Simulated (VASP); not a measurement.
The system is BPt2.

```
B Pt
1.0
     2.93879    0.00000    0.00000
    -1.46939    2.54507    0.00000
     0.00000    0.00000   10.42944
B Pt
2 4
Direct
  0.66667 0.33333 0.75000
  0.33333 0.66667 0.25000
  0.66667 0.33333 0.38366
  0.33333 0.66667 0.61634
  0.33333 0.66667 0.88366
  0.66667 0.33333 0.11634
```

* Program: VASP 6.6.1
* Task: relaxation of cell and atoms
* Functional: PBEsol
* Potentials or basis: VASP PAW PBE potentials, release 64 (B, Pt)
* Cutoff: 600 eV
* k mesh: 15 × 15 × 4
* Occupations: gaussian, width 0.1 eV
* Spin: no spin polarisation

At the start: pressure -8.1 GPa; volume 13.00 Å³/atom.

Where does the relaxation end?

Over 10 steps the energy falls by 11.9 meV/atom and the volume is 12.55 Å³/atom (-3.5 %); space group P6_3/mmc (No. 194, to 0.05 Å).

The path:
| step | energy change (eV) | largest force (eV/Å) | pressure (GPa) | volume (Å³) |
| --- | --- | --- | --- | --- |
| 1 | 0.0000 | 0.0253 | -8.12 | 78.01 |
| 2 | 0.2337 | 1.0509 | 21.18 | 70.80 |
| 3 | -0.0635 | 0.2908 | -0.21 | 75.63 |
| 4 | -0.0635 | 0.2981 | -0.03 | 75.58 |
| 5 | -0.0714 | 0.0401 | 0.09 | 75.21 |
| 6 | -0.0715 | 0.0049 | 0.08 | 75.26 |
| 7 | -0.0715 | 0.0011 | 0.08 | 75.26 |
| 8 | -0.0715 | 0.0037 | -0.17 | 75.33 |
| 9 | -0.0715 | 0.0013 | -0.05 | 75.30 |
| 10 | -0.0716 | 0.0014 | -0.01 | 75.28 |

Final structure:
```
B Pt
1.0
     2.89807    0.00000    0.00000
    -1.44903    2.50980    0.00000
     0.00000    0.00000   10.35033
B Pt
2 4
Direct
  0.66667 0.33333 0.75000
  0.33333 0.66667 0.25000
  0.66667 0.33333 0.38465
  0.33333 0.66667 0.61535
  0.33333 0.66667 0.88465
  0.66667 0.33333 0.11535
```

Caveat: the PAW data sets were made with another functional, which shifts forces and pressure a little.
